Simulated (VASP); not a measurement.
Write the native input for VASP 6.6.1 that does the following.

- Task: single point
- Functional: PBEsol
- Potentials or basis: VASP PAW PBE potentials, release 64 (Co_sv)
- Cutoff: 690 eV
- k mesh: 13 × 13 × 13
- Occupations: fermi-dirac, width 0.05 eV
- Spin: collinear spin, ferromagnetic start
- Starting moments: [0.337, 0.337] μB
- Dipole correction: no
- Further INCAR settings: ALGO = Normal; EDIFF = 1e-06; NBANDS = 28

The structure of Co lies in POSCAR:

```
Co
1.0
    0.0000000000      2.3240067419      2.3240067419
    2.3240067419      0.0000000000      2.3240067419
    2.3240067419      2.3240067419      0.0000000000
Co
2
Direct
    0.1250000000      0.1250000000      0.1250000000
    0.8750000000      0.8750000000      0.8750000000
```

This isn't the form of Co at room conditions, which is hcp.

One way to write it, as run:

INCAR

```
SYSTEM = Co
PREC = Accurate
ENCUT = 690
EDIFF = 1E-6
ISMEAR = -1
SIGMA = 0.05
LREAL = .FALSE.
LASPH = .TRUE.
NELM = 200
ALGO = Normal
ISIF = 2
LWAVE = .FALSE.
LCHARG = .TRUE.
ISPIN = 2
MAGMOM = 0.337 0.337
LORBIT = 11
LMAXMIX = 4
GGA = PS
LELF = .TRUE.
LVHAR = .TRUE.
NBANDS = 28
GGA_COMPAT = .FALSE.
```

KPOINTS

```
Automatic mesh
0
G
  13 13 13
  0 0 0
```

Potentials or basis: VASP PAW PBE potentials, release 64 (Co_sv).

Command:

```sh
$ cat potpaw_PBE.64/Co_sv/POTCAR > POTCAR
$ mpirun -np 1 vasp_std > vasp.out
```

Results of the run:

```
Pressure                                              : 23.8 GPa
Band gap on the k mesh                                : zero (filled and empty bands overlap)
Net moment                                            : 0.00 μB per cell
Valence electrons inside the program's atomic spheres : Co 15.31
```

Caveat: the cell stands under pressure; the PAW data sets were made with another functional, which shifts forces and pressure a little.

It took 3.3 min on 1 thread of Intel(R) Xeon(R) Platinum 8259CL CPU @ 2.50GHz (Skylake/Cascade Lake), with other jobs on the host, peak memory 0.25 GiB.
